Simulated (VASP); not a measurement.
Mo3H, 4 atoms in the cell. The cell holds a slab with vacuum, 4 atoms: a = 2.737 Å, b = 2.737 Å, c = 21.308 Å, α = 90.00°, β = 90.00°, γ = 109.47°. 

| Property | Result |
| --- | --- |
| Program | VASP 6.6.1 |
| Task | single point |
| Functional | PBE |
| Potentials or basis | VASP PAW PBE potentials, release 64 (Mo_sv, H) |
| Cutoff | 520 eV |
| k mesh | 10 × 10 × 1 |
| Occupations | gaussian, width 0.1 eV |
| Spin | collinear spin, ferromagnetic start |
| Starting moments | [0.0, 0.0, 0.0, 1.0] μB |
| Dipole correction | yes |
| Further INCAR settings | ALGO = Normal; EDIFF = 1e-07; NBANDS = 34 |

Potentials or basis: VASP PAW PBE potentials, release 64 (Mo_sv, H).

Command:

```sh
$ cat potpaw_PBE.64/Mo_sv/POTCAR potpaw_PBE.64/H/POTCAR > POTCAR
$ mpirun -np 1 vasp_std > vasp.out
```

Hardware: 1 thread of Intel(R) Xeon(R) 6975P-C (Granite Rapids), with other jobs on the host.

Task: Estimate the wall time of this run.

Result: Wall time 5.8 min on 1 thread of Intel(R) Xeon(R) 6975P-C (Granite Rapids) (shared host), peak memory 0.43 GiB. Counts: scf iterations 39, k points 31.
